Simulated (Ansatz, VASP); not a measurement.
## Mg5Zn2Cl14: VASP beside Ansatz

The input INCAR:

```
PREC = Accurate
ENCUT = 520
EDIFF = 1E-6
ISMEAR = -1
SIGMA = 0.1379
LREAL = Auto
LASPH = True
NELM = 100
ALGO = Normal
ISIF = 2
LWAVE = False
LCHARG = True
GGA = PE
LELF = True
LVHAR = True
NBANDS = 82
```

KPOINTS

```
regular mesh
0
Gamma
  3 3 3
```

File POSCAR:

```
Mg5Zn2Cl14
1.0
    8.2974160000     -0.2208390000     -0.2790260000
   -0.2208390000      8.1977830000     -0.1524450000
   -0.2790260000     -0.1524450000      8.2216760000
Zn Cl Mg
2 14 5
Direct
    0.4039223025      0.2150239511      0.6925557540
    0.5917131635      0.1565486484      0.1327915336
    0.0826058745      0.2881543880      0.1276152138
    0.5084308325      0.3013009847      0.9348875631
    0.8589705841      0.2710241460      0.8186526688
    0.6477113919      0.2274812217      0.3708475163
    0.7272749341      0.5181657030      0.2030019738
    0.1267684333      0.6720553791      0.3609250627
    0.1086132917      0.8103257854      0.9532152071
    0.8564073625      0.9638125785      0.1992387646
    0.5896270884      0.6363580126      0.5034911830
    0.4118237765      0.9252250191      0.2115448808
    0.2773699021      0.0945393190      0.4833251057
    0.5321072684      0.8627478317      0.8566450866
    0.9337922013      0.9377901046      0.6306482842
    0.1845915961      0.4431245944      0.7088869625
    0.6379066863      0.7795608182      0.1151043597
    0.3259268622      0.6520283342      0.5871778138
    0.0490415038      0.0737115765      0.8880298525
    0.0103153653      0.5931191814      0.1297255245
    0.6729748313      0.9832284395      0.4842828899
```

Input for Ansatz:

```yaml
crystal:
  lattice:
    - [8.297416, -0.220839, -0.279026]
    - [-0.220839, 8.197783, -0.152445]
    - [-0.279026, -0.152445, 8.221676]
  atoms:
    - { symbol: Zn, position: [0.4039223025, 0.2150239511, 0.692555754] }
    - { symbol: Zn, position: [0.5917131635, 0.1565486484, 0.1327915336] }
    - { symbol: Cl, position: [0.0826058745, 0.288154388, 0.1276152138] }
    - { symbol: Cl, position: [0.5084308325, 0.3013009847, 0.9348875631] }
    - { symbol: Cl, position: [0.8589705841, 0.271024146, 0.8186526688] }
    - { symbol: Cl, position: [0.6477113919, 0.2274812217, 0.3708475163] }
    - { symbol: Cl, position: [0.7272749341, 0.518165703, 0.2030019738] }
    - { symbol: Cl, position: [0.1267684333, 0.6720553791, 0.3609250627] }
    - { symbol: Cl, position: [0.1086132917, 0.8103257854, 0.9532152071] }
    - { symbol: Cl, position: [0.8564073625, 0.9638125785, 0.1992387646] }
    - { symbol: Cl, position: [0.5896270884, 0.6363580126, 0.503491183] }
    - { symbol: Cl, position: [0.4118237765, 0.9252250191, 0.2115448808] }
    - { symbol: Cl, position: [0.2773699021, 0.094539319, 0.4833251057] }
    - { symbol: Cl, position: [0.5321072684, 0.8627478317, 0.8566450866] }
    - { symbol: Cl, position: [0.9337922013, 0.9377901046, 0.6306482842] }
    - { symbol: Cl, position: [0.1845915961, 0.4431245944, 0.7088869625] }
    - { symbol: Mg, position: [0.6379066863, 0.7795608182, 0.1151043597] }
    - { symbol: Mg, position: [0.3259268622, 0.6520283342, 0.5871778138] }
    - { symbol: Mg, position: [0.0490415038, 0.0737115765, 0.8880298525] }
    - { symbol: Mg, position: [0.0103153653, 0.5931191814, 0.1297255245] }
    - { symbol: Mg, position: [0.6729748313, 0.9832284395, 0.4842828899] }
basis:
  ecutwfc: 420
kpoints:
  mp_grid: { grid: [3, 3, 3] }
hamiltonian:
  xc: pbe
scf:
  occupations: { method: fermi_dirac, width: 0.1379 }
output:
  forces: true
  stress: true
  eigenvalues: true
  populations: true
```

Alike in both runs: task single point; functional PBE; k mesh 3 × 3 × 3; occupations fermi-dirac, width 0.1379 eV; no spin polarisation.

|  | VASP | Ansatz |
| --- | --- | --- |
| version | VASP 6.6.1 | Ansatz 0.2.0 |
| potentials or method | VASP PAW PBE potentials, release 64 (Zn, Cl, Mg), cutoff 520 eV | scalar-relativistic, plane waves, PAW |
| valence electrons in the cell | 132 | 172 |

|  | VASP | Ansatz | Ansatz less VASP |
| --- | --- | --- | --- |
| gap on the k mesh at the Fermi level (eV) | 1.52 | 1.52 | +0.001 |
| least direct gap on the mesh (eV) | 1.52 | 1.52 | +0.001 |
| rms of the force components (eV/Å) | 0.895 | 0.891 | -0.0050 |

Atom by atom the forces differ by 0.012 eV/Å (rms over components). VASP's potentials hold 132 valence electrons a cell and Ansatz's 172, so a difference there can come from the potentials and not from the codes.
